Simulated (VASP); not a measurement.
# Mo (Cmce) in VASP: single point with PBE

Aim: the single point of Mo with PBE.

All numbers are computed with VASP 6.6.1; they aren't measurements. Logs are shortened: lines on timing, memory, paths and dates and some standing lists are left out, and cuts for length are marked.

### Step 1. The cell of the first run

The typed cell holds 4 atoms: a = 4.379 Å, b = 4.379 Å, c = 4.435 Å, α = 90.00°, β = 90.00°, γ = 119.14°.

### Step 2. Single point, PBE

The input, INCAR:

```
SYSTEM = Mo
PREC     = Accurate       ! precision mode
ENCUT    = 520            ! plane-wave cutoff, eV
EDIFF    = 1E-6           ! SCF threshold, eV
ISMEAR   = 0              ! smearing method
SIGMA    = 0.1            ! smearing width, eV
LREAL    = .FALSE.        ! projectors in reciprocal space
LASPH    = .TRUE.         ! aspherical terms in the spheres
NELM     = 80             ! most SCF steps
ALGO     = Normal         ! electronic algorithm
ISIF     = 2              ! what is computed and relaxed
LWAVE    = .FALSE.        ! write WAVECAR
LCHARG   = .FALSE.        ! write CHGCAR
GGA      = PE             ! functional
NBANDS   = 36             ! bands
```

The input, KPOINTS:

```
regular mesh
0
G
  6 6 4
  0 0 0
```

The input, POSCAR:

```
Mo
1.0
    2.2176160956     -3.7754032404      0.0000000000
    2.2176160956      3.7754032404      0.0000000000
    0.0000000000      0.0000000000      4.4348311102
Mo
4
Direct
    0.1612659112      0.8387340888      0.0001350756
    0.6612659112      0.3387340888      0.4998649244
    0.8387340888      0.1612659112      0.9998649244
    0.3387340888      0.6612659112      0.5001350756
```

Potentials or basis: VASP PAW PBE potentials, release 64 (Mo_sv).

Launch:

```bash
$ cat potpaw_PBE.64/Mo_sv/POTCAR > POTCAR
$ mpirun -np 1 vasp_std > vasp.out
```

OUTCAR:

```text
SYSTEM = Mo
   PREC = Accurate
   ENCUT = 520
   EDIFF = 1E-6
   ISMEAR = 0
   LREAL = .FALSE.
   LASPH = .TRUE.
   NELM = 80
   ISIF = 2
   GGA = PE

 ion  position               nearest neighbor table
   1  0.161  0.839  0.000-   3 2.44   4 2.59   4 2.59   3 2.59   3 2.59   2 3.14   2 3.14   2 3.14
                             2 3.14
   2  0.661  0.339  0.500-   4 2.44   3 2.59   3 2.59   4 2.59   4 2.59   1 3.14   1 3.14   1 3.14
                             1 3.14
   3  0.839  0.161  1.000-   1 2.44   2 2.59   2 2.59   1 2.59   1 2.59   4 3.14   4 3.14   4 3.14
                             4 3.14
   4  0.339  0.661  0.500-   2 2.44   1 2.59   1 2.59   2 2.59   2 2.59   3 3.14   3 3.14   3 3.14
                             3 3.14

  LATTYP: Found a base centered orthorhombic cell.
 ALAT       =     4.4352321912
 B/A-ratio  =     1.7024602445
 C/A-ratio  =     0.9999095693

  Lattice vectors:

 A1 = (   2.2176160956,  -3.7754032404,   0.0000000000)
 A2 = (   2.2176160956,   3.7754032404,   0.0000000000)
 A3 = (   0.0000000000,   0.0000000000,   4.4348311102)

Analysis of symmetry for initial positions (statically):
=====================================================================
 Subroutine PRICEL returns:
 Original cell was already a primitive cell.

 Routine SETGRP: Setting up the symmetry group for a
 base centered orthorhombic supercell.

 Subroutine GETGRP returns: Found  8 space group operations
 (whereof  4 operations were pure point group operations)
 out of a pool of  8 trial point group operations.

The static configuration has the point symmetry C_2h.
 The point group associated with its full space group is D_2h.

Analysis of symmetry for dynamics (positions and initial velocities):
=====================================================================
 Subroutine PRICEL returns:
 Original cell was already a primitive cell.

 Routine SETGRP: Setting up the symmetry group for a
 base centered orthorhombic supercell.

 Subroutine GETGRP returns: Found  8 space group operations
 (whereof  4 operations were pure point group operations)
 out of a pool of  8 trial point group operations.

The dynamic configuration has the point symmetry C_2h.
 The point group associated with its full space group is D_2h.

 Subroutine INISYM returns: Found  8 space group operations
 (whereof  4 operations are pure point group operations),
 and found     1 'primitive' translations

----------------------------------------------------------------------------------------

                                     Primitive cell

  volume of cell :      74.2603

  direct lattice vectors                    reciprocal lattice vectors
     2.217616096 -3.775403240  0.000000000     0.225467339 -0.132436184  0.000000000
     2.217616096  3.775403240  0.000000000     0.225467339  0.132436184  0.000000000
     0.000000000  0.000000000  4.434831110     0.000000000  0.000000000  0.225487730

  length of vectors
     4.378526096  4.378526096  4.434831110     0.261485877  0.261485877  0.225487730

  position of ions in fractional coordinates (direct lattice)
     0.161265911  0.838734089  0.000135076
     0.661265911  0.338734089  0.499864924
     0.838734089  0.161265911  0.999864924
     0.338734089  0.661265911  0.500135076

  ion indices of the primitive-cell ions
   primitive index   ion index
                 1           1
                 2           2
                 3           3
                 4           4

----------------------------------------------------------------------------------------

 KPOINTS: regular mesh

Automatic generation of k-mesh.
 Grid dimensions read from file:
 generate k-points for:    6    6    4

 Generating k-lattice:

  Cartesian coordinates                     Fractional coordinates (reciprocal lattice)
     0.037577890 -0.022072697  0.000000000     0.166666667 -0.000000000  0.000000000
     0.037577890  0.022072697  0.000000000    -0.000000000  0.166666667  0.000000000
     0.000000000  0.000000000  0.056371933     0.000000000  0.000000000  0.250000000

  Length of vectors
     0.043580980  0.043580980  0.056371933

  Shift w.r.t. Gamma in fractional coordinates (k-lattice)
     0.000000000  0.000000000  0.000000000

 Subroutine IBZKPT returns following result:
 ===========================================

 Found     39 irreducible k-points:

 Following reciprocal coordinates:
            Coordinates               Weight
  0.000000  0.000000  0.000000      1.000000
  0.166667  0.000000  0.000000      4.000000
  0.333333  0.000000  0.000000      4.000000
  0.500000  0.000000  0.000000      2.000000
  0.166667  0.166667  0.000000      2.000000
  0.333333  0.166667  0.000000      4.000000
[... 16 lines left out ...]
  0.333333  0.333333  0.250000      4.000000
  0.500000  0.333333  0.250000      8.000000
 [... further k-points ...]
   k-points           NKPTS =     39   k-points in BZ     NKDIM =     39   number of bands    NBANDS=     36
   number of dos      NEDOS =    301   number of ions     NIONS =      4
   total plane-waves  NPLWV =  46656
   dimension x,y,z NGX =    36 NGY =   36 NGZ =   36
   dimension x,y,z NGXF=    72 NGYF=   72 NGZF=   72
   ions per type =               4
   NGX,Y,Z   is equivalent  to a cutoff of  13.67, 13.67, 13.50 a.u.
   NGXF,Y,Z  is equivalent  to a cutoff of  27.34, 27.34, 26.99 a.u.
 SYSTEM =  Mo
   PREC   = accura    normal or accurate (medium, high low for compatibility)
   ISTART =      0    job   : 0-new  1-cont  2-samecut
   ICHARG =      2    charge: 1-file 2-atom 10-const
   ISPIN  =      1    spin polarized calculation?
   LNONCOLLINEAR =      F non collinear calculations
   LSORBIT =      F    spin-orbit coupling
   LASPH  =      T    aspherical Exc in radial PAW
   ENCUT  =  520.0 eV  38.22 Ry    6.18 a.u.   8.14  8.14  8.25*2*pi/ulx,y,z
   NELM   =     80;   NELMIN=  2; NELMDL= -5     # of ELM steps
   EDIFF  = 0.1E-05   stopping-criterion for ELM
   LREAL  =      F    real-space projection
   EDIFFG = 0.1E-04   stopping-criterion for IOM
   NSW    =      0    number of steps for IOM
   IBRION =     -1    ionic relax: 0-MD 1-quasi-New 2-CG
   NFREE  =      0    steps in history (QN), initial steepest desc. (CG)
   ISIF   =      2    stress and relaxation
   ISYM   =      2    0-nonsym 1-usesym 2-fastsym
   POTIM  = 0.5000    time-step for ionic-motion
   TEBEG  =    0.0;   TEEND  =   0.0 temperature during run
   PSTRESS=    0.0 pullay stress
   NELECT =      56.0000    total number of electrons
   NUPDOWN=      -1.0000    fix difference up-down
   EMIN   =  10.00;   EMAX   =-10.00  energy-range for DOS
   EFERMI =   0.00;   METHOD = LEGACY
   ISMEAR =     0;   SIGMA  =   0.10  broadening in eV -4-tet -1-fermi 0-gaus
   EFERMI_NEDOS =   21; number of points for ismear=-14 and -15
   IALGO  =     38    algorithm
   IMIX   =      4    mixing-type and parameters
     AMIX     =   0.40;   BMIX     =  1.00
     AMIX_MAG =   1.60;   BMIX_MAG =  1.00
  volume/ion in A,a.u.               =      18.57       125.28
  Fermi-wavevector in a.u.,A,eV,Ry     =   1.490111  2.815901 30.210789  2.220430
  Thomas-Fermi vector in A             =   2.602934
   LORBIT       =      0    0 simple, 1 ext, 2 COOP (PROOUT), +10 PAW based schemes
   GGA     = PE    functional components
   LHFCALC =     F    Hartree Fock is set to
   AEXX    =    0.0000 exact exchange contribution
   IVDW    =     0    specifies the selected vdW correction
   LEPSILON=     F    determine dielectric tensor
   LRPA    =     F    only Hartree local field effects (RPA)
 non-spin polarized calculation
 Gauss-broadening in eV      SIGMA  =   0.10
  energy-cutoff  :      520.00
  volume of cell :       74.26
 maximum number of plane-waves:      2016
 NGX is ok and might be reduce to    36
   NGX = 17   NGY = 17   NGZ = 17

 number of electron      55.9999996 magnetization

 Free energy of the ion-electron system (eV)
  ---------------------------------------------------
  ext. energy  EPLUGINS =         0.00000000
  ---------------------------------------------------
  free energy    TOTEN  =       -40.02658266 eV

  energy without entropy =      -40.01496903  energy(sigma->0) =      -40.02077584

 E-fermi :   9.6630     XC(G=0): -12.1778

 val. band max:        9.6582681893   @ k =   0.5000   0.5000   0.2500
 cond. band min:       9.6786877206   @ k =   0.5000   0.3333   0.0000
 fundamental gap:      0.0204195313
 Fermi energy:         9.6630181223

 k-point     1 :       0.0000    0.0000    0.0000
  band No.  band energies     occupation
      1     -51.1411      2.00000
      2     -50.9011      2.00000
      3     -50.7102      2.00000
      4     -50.5506      2.00000
      5     -25.8967      2.00000
      6     -25.7527      2.00000
[... 28 lines left out ...]
     35      12.4729      0.00000
     36      12.7128      0.00000

 k-point     2 :       0.1667    0.0000    0.0000
  band No.  band energies     occupation
      1     -51.1170      2.00000
      2     -50.8931      2.00000
      3     -50.7247      2.00000
      4     -50.5703      2.00000
      5     -25.8756      2.00000
      6     -25.7170      2.00000
[... 28 lines left out ...]
     35      13.1160      0.00000
     36      13.2392      0.00000

 k-point     3 :       0.3333    0.0000    0.0000
  band No.  band energies     occupation
      1     -51.0517      2.00000
      2     -50.9003      2.00000
      3     -50.7344      2.00000
      4     -50.6231      2.00000
      5     -25.8278      2.00000
      6     -25.6996      2.00000
[... 28 lines left out ...]
     35      12.8665      0.00000
     36      13.2806      0.00000
[... 742 lines left out ...]
 k-point    23 :       0.3333    0.3333    0.2500
  band No.  band energies     occupation
      1     -50.9367      2.00000
      2     -50.8614      2.00000
      3     -50.8133      2.00000
      4     -50.7036      2.00000
      5     -25.8885      2.00000
      6     -25.7980      2.00000
[... 28 lines left out ...]
     35      13.0444      0.00000
     36      13.1840      0.00000

 k-point    24 :       0.5000    0.3333    0.2500
  band No.  band energies     occupation
      1     -50.9304      2.00000
      2     -50.8971      2.00000
      3     -50.7553      2.00000
      4     -50.7324      2.00000
      5     -25.8003      2.00000
      6     -25.6937      2.00000
[... 28 lines left out ...]
     35      13.0795      0.00000
     36      13.6824      0.00000

 [... further k-points ...]

------------------------ aborting loop because EDIFF is reached ----------------------------------------

  FORCE on cell =-STRESS in cart. coord.  units (eV):
  Direction    XX          YY          ZZ          XY          YZ          ZX
  --------------------------------------------------------------------------------------
  -------------------------------------------------------------------------------------
  Total        0.1169538      0.3330920      0.0834036      0.0000000      0.0000000      0.0000000
  in kB        2.5232955      7.1865091      1.7994460      0.0000000      0.0000000      0.0000000
  external PRESSURE =       3.8364168 kB  Pullay stress =       0.0000000 kB

 VOLUME and BASIS-vectors are now :
 -----------------------------------------------------------------------------
  energy-cutoff  :      520.00
  volume of cell :       74.26
      direct lattice vectors                 reciprocal lattice vectors
     2.217616096 -3.775403240  0.000000000     0.225467339 -0.132436184  0.000000000
     2.217616096  3.775403240  0.000000000     0.225467339  0.132436184  0.000000000
     0.000000000  0.000000000  4.434831110     0.000000000  0.000000000  0.225487730

 POSITION                                       TOTAL-FORCE (eV/Angst)
 -----------------------------------------------------------------------------------
      2.21762      2.55772      0.00060         0.000000     -0.033990     -0.003226
      2.21762     -1.21769      2.21682         0.000000     -0.033990      0.003226
      2.21762     -2.55772      4.43423         0.000000      0.033990      0.003226
      2.21762      1.21769      2.21801         0.000000      0.033990     -0.003226
 -----------------------------------------------------------------------------------
    total drift:                               -0.000000      0.000000     -0.000000

  FREE ENERGIE OF THE ION-ELECTRON SYSTEM (eV)
  ---------------------------------------------------
  free  energy   TOTEN  =       -40.0265826565 eV

  energy  without entropy=      -40.0149690252  energy(sigma->0) =      -40.02077584
```

Wall time 31 s (1 thread of Intel Xeon 6975P-C (Granite Rapids), shared host); peak memory 0.24 GiB.

What came out:

- Free energy: -40.0266 eV
- Pressure: 0.4 GPa
- Largest force: 0.034 eV/Å
- Band gap on the k mesh: zero (bands 28 and 29 overlap by 0.43 eV)

Forces in eV/Å, atoms in the order of the input:
```
Mo   0.000 -0.034 -0.003
Mo   0.000 -0.034  0.003
Mo   0.000  0.034  0.003
Mo   0.000  0.034 -0.003
```

Levels at points of the mesh, in eV from the Fermi level:
| k point | band 24 | band 25 | band 26 | band 27 | band 28 | band 29 | band 30 | band 31 | band 32 | band 33 |
| --- | --- | --- | --- | --- | --- | --- | --- | --- | --- | --- |
| (0.00, 0.00, 0.00) | -1.26 | -0.65 | -0.56 | -0.04 | 0.02 | 0.35 | 0.35 | 0.70 | 0.70 | 2.63 |
| (0.50, 0.00, 0.00) | -2.35 | -1.61 | -1.61 | -1.45 | -1.45 | 0.54 | 0.54 | 1.09 | 1.09 | 2.52 |
| (0.50, 0.50, 0.00) | -1.31 | -1.31 | -1.25 | -1.23 | -0.27 | 0.02 | 1.32 | 2.63 | 2.72 | 2.81 |
| (0.00, 0.00, 0.50) | -1.53 | -0.85 | -0.85 | -0.52 | -0.52 | -0.28 | -0.28 | 0.55 | 0.55 | 1.01 |
| (0.50, 0.00, 0.50) | -1.91 | -1.55 | -1.55 | -1.37 | -1.37 | 1.90 | 1.90 | 2.24 | 2.24 | 2.83 |
| (0.50, 0.50, 0.50) | -2.00 | -1.69 | -1.69 | -1.55 | -1.55 | 0.22 | 0.22 | 1.28 | 1.28 | 4.08 |
